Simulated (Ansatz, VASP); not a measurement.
**Two plane-wave programs on Pd**

```
Pd
1.0
     0.00000    1.92028    1.92028
     1.92028    0.00000    1.92028
     1.92028    1.92028    0.00000
Pd
1
Cartesian
  0.0000 0.0000 0.0000
```

Alike in both runs: task single point; functional LDA; k mesh 20 × 20 × 20; occupations fermi-dirac, width 0.05 eV; collinear spin.

|  | VASP | Ansatz |
| --- | --- | --- |
| version | VASP 6.6.1 | Ansatz 0.2.0 |
| potentials or method | VASP PAW LDA potentials, release 64 (Pd), cutoff 520 eV | plane waves (420 eV) with PAW, scalar-relativistic |
| valence electrons in the cell | 10 | 18 |

```tsv
	VASP	Ansatz	Ansatz less VASP
pressure (GPa)	0.0	-0.3	-0.25
net moment per atom (μB)	0.00	0.00	-0.002
```

Ansatz warns that its potentials were made for another functional, while VASP's fit it. LDA's correlation is that of Perdew and Zunger in VASP and of Perdew and Wang (1992) in Ansatz. VASP's potentials hold 10 valence electrons a cell and Ansatz's 18, so a difference there can come from the potentials and not from the codes. Ansatz's warnings: seeded moment not kept.
